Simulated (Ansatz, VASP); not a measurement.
# CdH2O2 in VASP and in Ansatz

```
Cd H O
1.0
     3.67964    0.00000    0.00000
    -1.83982    3.18666    0.00000
     0.00000    0.00000    4.25612
Cd H O
1 2 2
Direct
  0.33333 0.66667 0.98730
  0.00000 0.00000 0.00808
  0.66667 0.33333 0.43189
  0.00000 0.00000 0.78619
  0.66667 0.33333 0.21189
```

Alike in both runs: task single point; functional PBEsol; dispersion D3(BJ); k mesh 6 × 6 × 4; no spin polarisation.

|  | VASP | Ansatz |
| --- | --- | --- |
| version | VASP 6.6.1 | Ansatz 0.2.0 |
| potentials or method | VASP PAW PBE potentials, release 64 (Cd_sv_GW, H, O), cutoff 600 eV | plane waves, PAW |
| occupations | gaussian, width 0.01 eV | fixed |
| valence electrons in the cell | 34 | 34 |

Ansatz gave:

* pressure (GPa): 7.0
* traceless stress, the component that is largest in VASP (GPa): 6.05

Question: What did VASP give for the same quantities?

Answer: Pressure (GPa): 6.9; traceless stress, the component that is largest in VASP (GPa): 6.89.

VASP's potentials were made for PBE, not for PBEsol.
